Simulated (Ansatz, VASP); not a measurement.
CdS in VASP and in Ansatz

INCAR

```
  PREC = Accurate
  ENCUT = 520
  EDIFF = 1E-6
  ISMEAR = -1
  SIGMA = 0.02
  LREAL = F
  LASPH = T
  NELM = 100
  ALGO = Normal
  ISIF = 2
  LWAVE = F
  LCHARG = T
  GGA = CA
  LELF = T
  LVHAR = T
  NBANDS = 26
```

Contents of KPOINTS:

```
regular mesh
0
Gamma
  8 8 4
```

POSCAR

```
CdS
1.0
    4.1070480370      0.0000000000      0.0000000000
   -2.0535240185      3.5568079346      0.0000000000
    0.0000000000      0.0000000000      6.7037033332
Cd S
2 2
Direct
    0.3333333333      0.6666666667      0.0000000000
    0.6666666667      0.3333333333      0.5000000000
    0.3333333333      0.6666666667      0.3850000000
    0.6666666667      0.3333333333      0.8850000000
```

Input for Ansatz:

```yaml
crystal:
  lattice:
    - [4.107048037, 0.0, 0.0]
    - [-2.0535240185, 3.5568079346, 0.0]
    - [0.0, 0.0, 6.7037033332]
  atoms:
    - { symbol: Cd, position: [0.3333333333, 0.6666666667, 0.0] }
    - { symbol: Cd, position: [0.6666666667, 0.3333333333, 0.5] }
    - { symbol: S, position: [0.3333333333, 0.6666666667, 0.385] }
    - { symbol: S, position: [0.6666666667, 0.3333333333, 0.885] }
kpoints:
  mp_grid: { grid: [8, 8, 4] }
  band_path:
    path:
      - [0.0, 0.0, 0.0]
      - [0.5, 0.0, 0.0]
      - [0.3333333333, 0.3333333333, 0.0]
      - [0.0, 0.0, 0.0]
      - [0.0, 0.0, 0.5]
      - [0.5, 0.0, 0.5]
      - [0.3333333333, 0.3333333333, 0.5]
      - [0.0, 0.0, 0.5]
      - [0.5, 0.0, 0.5]
    npoints: 5
scf:
  occupations: { method: fermi_dirac, width: 0.02 }
hamiltonian:
  xc: lda
  pseudopotentials: { kind: all_electron, lapw: { basis_error: 0.001 } }
output:
  forces: true
  stress: true
  eigenvalues: true
```

Change from the starting cell: volume scaled by 0.98.

Alike in both runs: task single point; functional LDA; k mesh 8 × 8 × 4; occupations fermi-dirac, width 0.02 eV; no spin polarisation.

|  | VASP | Ansatz |
| --- | --- | --- |
| version | VASP 6.6.1 | Ansatz 0.2.0 |
| potentials or method | VASP PAW LDA potentials, release 64 (Cd, S), cutoff 520 eV | all-electron LAPW, scalar-relativistic |

VASP gave:

- gap on the k mesh at the Fermi level (eV): 1.02
- pressure (GPa): -1.1
- traceless stress, the component that is largest in VASP (GPa): -1.46
- rms of the force components (eV/Å): 0.155

Estimate Ansatz's values.

gap on the k mesh at the Fermi level (eV): 0.99; pressure (GPa): -1.5; traceless stress, the component that is largest in VASP (GPa): -1.38; rms of the force components (eV/Å): 0.148.

LDA's correlation is that of Perdew and Zunger in VASP and of Perdew and Wang (1992) in Ansatz. Atom by atom the forces differ by 0.007 eV/Å (rms over components). Ansatz ran all-electron here, and VASP with PAW potentials.
